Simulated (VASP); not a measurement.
Here is a VASP 6.6.1 calculation.

File INCAR:

```
PREC     = Accurate       # precision mode
ENCUT    = 520            # plane-wave cutoff, eV
EDIFF    = 1E-8           # SCF threshold, eV
ISMEAR   = -1             # smearing method
SIGMA    = 0.02           # smearing width, eV
LREAL    = False          # projectors in reciprocal space
LASPH    = True           # aspherical terms in the spheres
NELM     = 80             # most SCF steps
ALGO     = Normal         # electronic algorithm
ISIF     = 2              # what is computed and relaxed
LWAVE    = False          # write WAVECAR
LCHARG   = False          # write CHGCAR
GGA      = PE             # functional
LEFG     = True         
NBANDS   = 26             # bands
```

File KPOINTS:

```
regular mesh
0
Gamma
  11 11 6
```

File POSCAR:

```
ZnO
1.0
    3.2054825469      0.0000000000      0.0000000000
   -1.6027412734      2.7760293170      0.0000000000
    0.0000000000      0.0000000000      5.1334697570
Zn O
2 2
Direct
    0.3333333333      0.6666666667      0.0000000000
    0.6666666667      0.3333333333      0.5000000000
    0.3333333333      0.6666666667      0.3821000000
    0.6666666667      0.3333333333      0.8821000000
```

Potentials or basis: VASP PAW PBE potentials, release 64 (Zn, O).

Launch:

```sh
$ cat potpaw_PBE.64/Zn/POTCAR potpaw_PBE.64/O/POTCAR > POTCAR
$ mpirun -np 1 vasp_std > vasp.out
```

(1) Estimate the pressure.

(2) What does it give for the band gap on the k mesh?

## Answers

(1) 12.9 GPa.

(2) 0.85 eV, direct.

Caveat: without QUAD_EFG the Cq values of the log hold for a quadrupole moment of 1 mb, not for the nuclei.
